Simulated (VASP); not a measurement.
# Pt (P6_3/mmc) in VASP: a series of runs

Pt is run at these levels: LDA; tasks: single point.

Program: VASP 6.6.1. These are calculated values, not measurements. Logs are shortened: lines on timing, memory, paths and dates and some standing lists are left out, and cuts for length are marked.

**1. The cell of the first run**

The structure is hexagonal, space group P6_3/mmc (No. 194). The conventional cell has a = 2.761 Å, b = 2.761 Å, c = 4.792 Å, α = 90.00°, β = 90.00°, γ = 120.00°. Pt (site symmetry -6m2) has 12 Pt at 2.76 to 2.88 Å within 3.6 Å.

**2. Single point, LDA**

The input, INCAR:

```
ALGO = Normal ; EDIFF = 1E-6
ENCUT = 520 ; GGA = CA
ISIF = 2 ; ISMEAR = 1
LASPH = T ; LCHARG = T
LELF = T ; LREAL = F
LVHAR = T ; LWAVE = F
NBANDS = 17 ; NELM = 100
PREC = Accurate ; SIGMA = 0.1
```

The input, KPOINTS:

```
k-points
0
Gamma
  14 14 7
```

The input, POSCAR:

```
Pt
1.0
    2.7606660000      0.0000000000      0.0000000000
   -1.3803330000      2.3908070000      0.0000000000
    0.0000000000      0.0000000000      4.7921340000
Pt
2
Direct
    0.6666666667      0.3333333333      0.7500000000
    0.3333333333      0.6666666667      0.2500000000
```

Potentials or basis: VASP PAW LDA potentials, release 64 (Pt).

On the command line:

```sh
$ cat potpaw_LDA.64/Pt/POTCAR > POTCAR
$ mpirun -np 1 vasp_std > vasp.out
```

OUTCAR:

```text
EDIFF = 1E-6
   ENCUT = 520
   GGA = CA
   ISIF = 2
   ISMEAR = 1
   LASPH = T
   LREAL = F
   NELM = 100
   PREC = Accurate

 ion  position               nearest neighbor table
   1  0.667  0.333  0.750-   2 2.88   2 2.88   2 2.88   2 2.88   2 2.88   2 2.88
   2  0.333  0.667  0.250-   1 2.88   1 2.88   1 2.88   1 2.88   1 2.88   1 2.88

  LATTYP: Found a hexagonal cell.
 ALAT       =     2.7606660000
 C/A-ratio  =     1.7358615638

  Lattice vectors:

 A1 = (   2.7606660000,   0.0000000000,   0.0000000000)
 A2 = (  -1.3803330000,   2.3908070000,   0.0000000000)
 A3 = (   0.0000000000,   0.0000000000,   4.7921340000)

Analysis of symmetry for initial positions (statically):
=====================================================================
 Subroutine PRICEL returns:
 Original cell was already a primitive cell.

 Routine SETGRP: Setting up the symmetry group for a
 hexagonal supercell.

 Subroutine GETGRP returns: Found 24 space group operations
 (whereof 12 operations were pure point group operations)
 out of a pool of 24 trial point group operations.

The static configuration has the point symmetry D_3d.
 The point group associated with its full space group is D_6h.

Analysis of symmetry for dynamics (positions and initial velocities):
=====================================================================
 Subroutine PRICEL returns:
 Original cell was already a primitive cell.

 Routine SETGRP: Setting up the symmetry group for a
 hexagonal supercell.

 Subroutine GETGRP returns: Found 24 space group operations
 (whereof 12 operations were pure point group operations)
 out of a pool of 24 trial point group operations.

The dynamic configuration has the point symmetry D_3d.
 The point group associated with its full space group is D_6h.

 Subroutine INISYM returns: Found 24 space group operations
 (whereof 12 operations are pure point group operations),
 and found     1 'primitive' translations

----------------------------------------------------------------------------------------

                                     Primitive cell

  volume of cell :      31.6291

  direct lattice vectors                    reciprocal lattice vectors
     2.760666000  0.000000000  0.000000000     0.362231433  0.209134405  0.000000000
    -1.380333000  2.390807000  0.000000000     0.000000000  0.418268810  0.000000000
     0.000000000  0.000000000  4.792134000     0.000000000  0.000000000  0.208675300

  length of vectors
     2.760666000  2.760666098  4.792134000     0.418268825  0.418268810  0.208675300

  position of ions in fractional coordinates (direct lattice)
     0.666666667  0.333333333  0.750000000
     0.333333333  0.666666667  0.250000000

  ion indices of the primitive-cell ions
   primitive index   ion index
                 1           1
                 2           2

----------------------------------------------------------------------------------------

 KPOINTS: k-points

Automatic generation of k-mesh.
 Grid dimensions read from file:
 generate k-points for:   14   14    7

 Generating k-lattice:

  Cartesian coordinates                     Fractional coordinates (reciprocal lattice)
     0.025873674  0.014938172  0.000000000     0.071428571  0.000000000  0.000000000
     0.000000000  0.029876344  0.000000000     0.000000000  0.071428571  0.000000000
     0.000000000  0.000000000  0.029810757     0.000000000  0.000000000  0.142857143

  Length of vectors
     0.029876345  0.029876344  0.029810757

  Shift w.r.t. Gamma in fractional coordinates (k-lattice)
     0.000000000  0.000000000  0.000000000

 Subroutine IBZKPT returns following result:
 ===========================================

 Found     96 irreducible k-points:

 Following reciprocal coordinates:
            Coordinates               Weight
  0.000000  0.000000  0.000000      1.000000
  0.071429  0.000000  0.000000      6.000000
  0.142857  0.000000  0.000000      6.000000
  0.214286  0.000000  0.000000      6.000000
  0.285714 -0.000000  0.000000      6.000000
  0.357143  0.000000  0.000000      6.000000
[... 16 lines left out ...]
  0.285714  0.285714  0.000000      6.000000
  0.357143  0.285714  0.000000      6.000000
 [... further k-points ...]
   k-points           NKPTS =     96   k-points in BZ     NKDIM =     96   number of bands    NBANDS=     17
   number of dos      NEDOS =    301   number of ions     NIONS =      2
   total plane-waves  NPLWV =  20736
   dimension x,y,z NGX =    24 NGY =   24 NGZ =   36
   dimension x,y,z NGXF=    48 NGYF=   48 NGZF=   72
   ions per type =               2
   NGX,Y,Z   is equivalent  to a cutoff of  14.45, 14.45, 12.49 a.u.
   NGXF,Y,Z  is equivalent  to a cutoff of  28.91, 28.91, 24.98 a.u.
 SYSTEM =  unknown system
   PREC   = accura    normal or accurate (medium, high low for compatibility)
   ISTART =      0    job   : 0-new  1-cont  2-samecut
   ICHARG =      2    charge: 1-file 2-atom 10-const
   ISPIN  =      1    spin polarized calculation?
   LNONCOLLINEAR =      F non collinear calculations
   LSORBIT =      F    spin-orbit coupling
   LASPH  =      T    aspherical Exc in radial PAW
   ENCUT  =  520.0 eV  38.22 Ry    6.18 a.u.   5.13  5.13  8.91*2*pi/ulx,y,z
   NELM   =    100;   NELMIN=  2; NELMDL= -5     # of ELM steps
   EDIFF  = 0.1E-05   stopping-criterion for ELM
   LREAL  =      F    real-space projection
   EDIFFG = 0.1E-04   stopping-criterion for IOM
   NSW    =      0    number of steps for IOM
   IBRION =     -1    ionic relax: 0-MD 1-quasi-New 2-CG
   NFREE  =      0    steps in history (QN), initial steepest desc. (CG)
   ISIF   =      2    stress and relaxation
   ISYM   =      2    0-nonsym 1-usesym 2-fastsym
   POTIM  = 0.5000    time-step for ionic-motion
   TEBEG  =    0.0;   TEEND  =   0.0 temperature during run
   PSTRESS=    0.0 pullay stress
   NELECT =      20.0000    total number of electrons
   NUPDOWN=      -1.0000    fix difference up-down
   EMIN   =  10.00;   EMAX   =-10.00  energy-range for DOS
   EFERMI =   0.00;   METHOD = LEGACY
   ISMEAR =     1;   SIGMA  =   0.10  broadening in eV -4-tet -1-fermi 0-gaus
   EFERMI_NEDOS =   21; number of points for ismear=-14 and -15
   IALGO  =     38    algorithm
   IMIX   =      4    mixing-type and parameters
     AMIX     =   0.40;   BMIX     =  1.00
     AMIX_MAG =   1.60;   BMIX_MAG =  1.00
  volume/ion in A,a.u.               =      15.81       106.72
  Fermi-wavevector in a.u.,A,eV,Ry     =   1.405149  2.655347 26.863938  1.974444
  Thomas-Fermi vector in A             =   2.527639
   LORBIT       =      0    0 simple, 1 ext, 2 COOP (PROOUT), +10 PAW based schemes
   GGA     = CA    functional components
   LHFCALC =     F    Hartree Fock is set to
   AEXX    =    0.0000 exact exchange contribution
   IVDW    =     0    specifies the selected vdW correction
   LEPSILON=     F    determine dielectric tensor
   LRPA    =     F    only Hartree local field effects (RPA)
 non-spin polarized calculation
 Methfessel and Paxton  Order N= 1 SIGMA  =   0.10
  energy-cutoff  :      520.00
  volume of cell :       31.63
 maximum number of plane-waves:       863
 NGX is ok and might be reduce to    24
   NGX = 11   NGY = 11   NGZ = 17

 number of electron      20.0000004 magnetization

 Free energy of the ion-electron system (eV)
  ---------------------------------------------------
  ext. energy  EPLUGINS =         0.00000000
  ---------------------------------------------------
  free energy    TOTEN  =       -14.79198649 eV

  energy without entropy =      -14.79182395  energy(sigma->0) =      -14.79193231

 E-fermi :  10.1875     XC(G=0): -13.4092

 val. band max:       10.1830827959   @ k =   0.2143   0.1429   0.2857
 cond. band min:      10.1897344668   @ k =   0.4286   0.0714   0.2857
 fundamental gap:      0.0066516709
 Fermi energy:        10.1875203302

 k-point     1 :       0.0000    0.0000    0.0000
  band No.  band energies     occupation
      1       0.5076      2.00000
      2       3.1351      2.00000
      3       6.2470      2.00000
      4       6.7781      2.00000
      5       6.7781      2.00000
      6       7.1421      2.00000
[... 9 lines left out ...]
     16      27.4731      0.00000
     17      31.1755      0.00000

 k-point     2 :       0.0714    0.0000    0.0000
  band No.  band energies     occupation
      1       0.6926      2.00000
      2       3.3056      2.00000
      3       6.2326      2.00000
      4       6.7671      2.00000
      5       6.9197      2.00000
      6       7.0530      2.00000
[... 9 lines left out ...]
     16      27.7026      0.00000
     17      30.1790      0.00000

 k-point     3 :       0.1429    0.0000    0.0000
  band No.  band energies     occupation
      1       1.2243      2.00000
      2       3.7625      2.00000
      3       6.0869      2.00000
      4       6.7156      2.00000
      5       7.0369      2.00000
      6       7.2314      2.00000
[... 9 lines left out ...]
     16      27.7066      0.00000
     17      28.6784      0.00000

 k-point     4 :       0.2143    0.0000    0.0000
  band No.  band energies     occupation
      1       2.0197      2.00000
      2       4.2593      2.00000
      3       5.9873      2.00000
      4       6.3020      2.00000
      5       6.4499      2.00000
      6       7.5125      2.00000
[... 9 lines left out ...]
     16      26.9104      0.00000
     17      28.4611      0.00000
[... 343 lines left out ...]
      1       4.7825      2.00000
      2       4.8711      2.00000
      3       4.9225      2.00000
      4       6.4382      2.00000
      5       6.5893      2.00000
      6       6.8515      2.00000
[... 9 lines left out ...]
     16      22.1997      0.00000
     17      24.3844      0.00000

 k-point    23 :       0.2857    0.2857    0.0000
  band No.  band energies     occupation
      1       4.8486      2.00000
      2       5.1297      2.00000
      3       5.4736      2.00000
      4       5.8680      2.00000
      5       6.4701      2.00000
      6       6.8678      2.00000
[... 9 lines left out ...]
     16      23.2266      0.00000
     17      24.3886      0.00000

 k-point    24 :       0.3571    0.2857    0.0000
  band No.  band energies     occupation
      1       4.8349      2.00000
      2       5.3364      2.00000
      3       5.3843      2.00000
      4       6.0676      2.00000
      5       6.5479      2.00000
      6       6.6614      2.00000
[... 9 lines left out ...]
     16      22.0743      0.00000
     17      23.5496      0.00000

 [... further k-points ...]
[... 5 lines left out ...]
  --------------------------------------------------------------------------------------
  -------------------------------------------------------------------------------------
  Total       -3.0835461     -3.0835464     -3.0283998      0.0000000      0.0000000      0.0000000
  in kB     -156.1973622   -156.1973769   -153.4039189      0.0000000      0.0000000      0.0000000
  external PRESSURE =    -155.2662193 kB  Pullay stress =       0.0000000 kB

 VOLUME and BASIS-vectors are now :
 -----------------------------------------------------------------------------
  energy-cutoff  :      520.00
  volume of cell :       31.63
      direct lattice vectors                 reciprocal lattice vectors
     2.760666000  0.000000000  0.000000000     0.362231433  0.209134405  0.000000000
    -1.380333000  2.390807000  0.000000000     0.000000000  0.418268810  0.000000000
     0.000000000  0.000000000  4.792134000     0.000000000  0.000000000  0.208675300

 POSITION                                       TOTAL-FORCE (eV/Angst)
 -----------------------------------------------------------------------------------
      1.38033      0.79694      3.59410         0.000000     -0.000000      0.000000
     -0.00000      1.59387      1.19803        -0.000000      0.000000      0.000000
 -----------------------------------------------------------------------------------
    total drift:                               -0.000000      0.000000     -0.000000

  FREE ENERGIE OF THE ION-ELECTRON SYSTEM (eV)
  ---------------------------------------------------
  free  energy   TOTEN  =       -14.7919864899 eV

  energy  without entropy=      -14.7918239531  energy(sigma->0) =      -14.79193231
```

Run time: 60 s. Hardware: 1 thread of Intel Xeon 6975P-C, shared host; peak memory 0.17 GiB.

Results:

* Free energy: -14.7920 eV
* Pressure: -15.5 GPa
* Band gap on the k mesh: zero (band 10 reaches 10.70 eV, above the bottom of band 11 at 9.48 eV)

Levels at points of the mesh, in eV from the Fermi level:
| k point | band 7 | band 8 | band 9 | band 10 | band 11 | band 12 | band 13 | band 14 |
| --- | --- | --- | --- | --- | --- | --- | --- | --- |
| (0.00, 0.00, 0.00) | -3.05 | -1.77 | -1.77 | -0.70 | -0.19 | -0.19 | 4.67 | 15.14 |
| (0.50, 0.00, 0.00) | -2.57 | 0.04 | 0.31 | 0.51 | 2.28 | 3.75 | 7.25 | 8.83 |

Caveat: spin-orbit coupling is left out, which moves the levels of the heavy elements.

**3. Single point, LDA**

The input, INCAR:

```
SYSTEM = Pt
  PREC = Accurate
  ENCUT = 520
  EDIFF = 1E-6
  ISMEAR = 1
  SIGMA = 0.1
  LREAL = .False.
  LASPH = .True.
  NELM = 80
  ALGO = Normal
  ISIF = 2
  LWAVE = .False.
  LCHARG = .True.
  LELF = .True.
  LVHAR = .True.
  NBANDS = 17
```

The input, KPOINTS:

```
regular mesh
0
Gamma
  14 14 7
  0 0 0
```

POSCAR is that of step 2.

Potentials or basis: VASP PAW LDA potentials, release 64 (Pt).

On the command line:

```sh
$ cat potpaw_LDA.64/Pt/POTCAR > POTCAR
$ mpirun -np 1 vasp_std > vasp.out
```

Run time: 56 s. Hardware: 1 thread of Intel Xeon 6975P-C, shared host; peak memory 0.17 GiB.

It converged, with:

```yaml
Free_energy: -14.7920 eV
Pressure: -15.5 GPa
Band_gap_on_the_k_mesh: zero (band 10 reaches 10.70 eV, above the bottom of band 11 at 9.48 eV)
```

Stress tensor (GPa, compression positive):
```
-15.62   0.00   0.00
  0.00 -15.62   0.00
  0.00   0.00 -15.34
```

Levels at points of the mesh, in eV from the Fermi level:
```
           k point  band 7  band 8  band 9  band 10  band 11  band 12  band 13  band 14
(0.00, 0.00, 0.00)   -3.05   -1.77   -1.77    -0.70    -0.19    -0.19     4.67    15.14
(0.50, 0.00, 0.00)   -2.57    0.04    0.31     0.51     2.28     3.75     7.25     8.83
```

Caveat: spin-orbit coupling is left out, which moves the levels of the heavy elements.

**4. Single point, LDA**

The input, INCAR:

```
ALGO = Normal ; EDIFF = 1E-6
ENCUT = 500 ; GGA = CA
GGA_COMPAT = F ; ISIF = 2
ISMEAR = 1 ; LASPH = T
LCHARG = T ; LELF = T
LREAL = F ; LVHAR = T
LWAVE = F ; NBANDS = 25
NELM = 120 ; PREC = Accurate
SIGMA = 0.1
```

The input, KPOINTS:

```
k-points
0
Gamma
  14 14 7
```

POSCAR is that of step 3.

Potentials or basis: VASP PAW LDA potentials, release 64 (Pt_sv_GW).

On the command line:

```sh
$ cat potpaw_LDA.64/Pt_sv_GW/POTCAR > POTCAR
$ mpirun -np 1 vasp_std > vasp.out
```

OUTCAR:

```text
EDIFF = 1E-6
   ENCUT = 500
   GGA = CA
   ISIF = 2
   ISMEAR = 1
   LASPH = T
   LREAL = F
   NELM = 120
   PREC = Accurate

 ion  position               nearest neighbor table
   1  0.667  0.333  0.750-   2 2.88   2 2.88   2 2.88   2 2.88   2 2.88   2 2.88
   2  0.333  0.667  0.250-   1 2.88   1 2.88   1 2.88   1 2.88   1 2.88   1 2.88

  LATTYP: Found a hexagonal cell.
 ALAT       =     2.7606660000
 C/A-ratio  =     1.7358615638

  Lattice vectors:

 A1 = (   2.7606660000,   0.0000000000,   0.0000000000)
 A2 = (  -1.3803330000,   2.3908070000,   0.0000000000)
 A3 = (   0.0000000000,   0.0000000000,   4.7921340000)

Analysis of symmetry for initial positions (statically):
=====================================================================
 Subroutine PRICEL returns:
 Original cell was already a primitive cell.

 Routine SETGRP: Setting up the symmetry group for a
 hexagonal supercell.

[... 152 lines left out ...]
 Methfessel and Paxton  Order N= 1 SIGMA  =   0.10
  energy-cutoff  :      500.00
  volume of cell :       31.63
 maximum number of plane-waves:       825
   NGX = 11   NGY = 11   NGZ = 17

 number of electron      36.0000000 magnetization

 Free energy of the ion-electron system (eV)
  ---------------------------------------------------
  ext. energy  EPLUGINS =         0.00000000
  ---------------------------------------------------
  free energy    TOTEN  =       -14.42199911 eV

  energy without entropy =      -14.42177670  energy(sigma->0) =      -14.42192497

 E-fermi :   9.5667     XC(G=0): -14.0645

 val. band max:        9.5628355340   @ k =   0.4286   0.1429   0.0000
 cond. band min:       9.5667411706   @ k =   0.2143   0.1429   0.2857
 fundamental gap:      0.0039056367
 Fermi energy:         9.5666532096

 k-point     1 :       0.0000    0.0000    0.0000
  band No.  band energies     occupation
      1     -88.4647      2.00000
      2     -88.4458      2.00000
      3     -42.9641      2.00000
      4     -42.7698      2.00000
      5     -42.7698      2.00000
      6     -42.7286      2.00000
[... 661 lines left out ...]
     24      21.4774      0.00000
     25      22.9747      0.00000

 [... further k-points ...]
[... 5 lines left out ...]
  --------------------------------------------------------------------------------------
  -------------------------------------------------------------------------------------
  Total       -3.6682005     -3.6682008     -3.5997977      0.0000000      0.0000000      0.0000000
  in kB     -185.8130906   -185.8131081   -182.3481405      0.0000000      0.0000000      0.0000000
  external PRESSURE =    -184.6581131 kB  Pullay stress =       0.0000000 kB

 VOLUME and BASIS-vectors are now :
 -----------------------------------------------------------------------------
  energy-cutoff  :      500.00
  volume of cell :       31.63
      direct lattice vectors                 reciprocal lattice vectors
     2.760666000  0.000000000  0.000000000     0.362231433  0.209134405  0.000000000
    -1.380333000  2.390807000  0.000000000     0.000000000  0.418268810  0.000000000
     0.000000000  0.000000000  4.792134000     0.000000000  0.000000000  0.208675300

 POSITION                                       TOTAL-FORCE (eV/Angst)
 -----------------------------------------------------------------------------------
      1.38033      0.79694      3.59410         0.000000     -0.000000      0.000000
     -0.00000      1.59387      1.19803        -0.000000      0.000000      0.000000
 -----------------------------------------------------------------------------------
    total drift:                               -0.000001      0.000000     -0.000000

  FREE ENERGIE OF THE ION-ELECTRON SYSTEM (eV)
  ---------------------------------------------------
  free  energy   TOTEN  =       -14.4219991095 eV

  energy  without entropy=      -14.4217767014  energy(sigma->0) =      -14.42192497
```

OSZICAR:

```text
N       E                     dE             d eps       ncg     rms          rms(c)
DAV:   1     0.399733813293E+03    0.39973E+03   -0.26762E+04  5368   0.155E+03
DAV:   2    -0.387015541765E+01   -0.40360E+03   -0.39457E+03  5710   0.573E+02
DAV:   3    -0.168926816410E+02   -0.13023E+02   -0.12874E+02  5564   0.995E+01
DAV:   4    -0.169660978531E+02   -0.73416E-01   -0.73329E-01  5708   0.780E+00
DAV:   5    -0.169664654728E+02   -0.36762E-03   -0.36752E-03  5610   0.506E-01    0.940E+01
DAV:   6    -0.145276965511E+02    0.24388E+01   -0.50306E+00  5134   0.180E+01    0.476E+01
DAV:   7    -0.144487207546E+02    0.78976E-01   -0.68650E-01  5783   0.573E+00    0.105E+01
DAV:   8    -0.144220873965E+02    0.26633E-01   -0.93576E-02  5173   0.289E+00    0.690E-01
DAV:   9    -0.144220488320E+02    0.38565E-04   -0.18555E-03  5379   0.335E-01    0.221E-01
DAV:  10    -0.144219995336E+02    0.49298E-04   -0.61845E-05  5723   0.911E-02    0.108E-01
DAV:  11    -0.144219991095E+02    0.42408E-06   -0.23554E-06  4536   0.141E-02
   1 F= -.14421999E+02 E0= -.14421925E+02  d E =-.222408E-03
```

Run time: 25 s. Hardware: 1 thread of Intel Xeon Platinum 8559C (Emerald Rapids), shared host; peak memory 0.17 GiB.

What came out:

* Free energy: -14.4220 eV
* Pressure: -18.5 GPa
* Band gap on the k mesh: zero (band 18 reaches 10.08 eV, above the bottom of band 19 at 8.86 eV)

Levels at points of the mesh, in eV from the Fermi level:
```
           k point  band 15  band 16  band 17  band 18  band 19  band 20  band 21  band 22
(0.00, 0.00, 0.00)    -3.03    -1.76    -1.76    -0.66    -0.19    -0.19     4.69    15.18
(0.50, 0.00, 0.00)    -2.55     0.03     0.31     0.51     2.29     3.77     7.30     8.86
```

Caveat: spin-orbit coupling is left out, which moves the levels of the heavy elements.
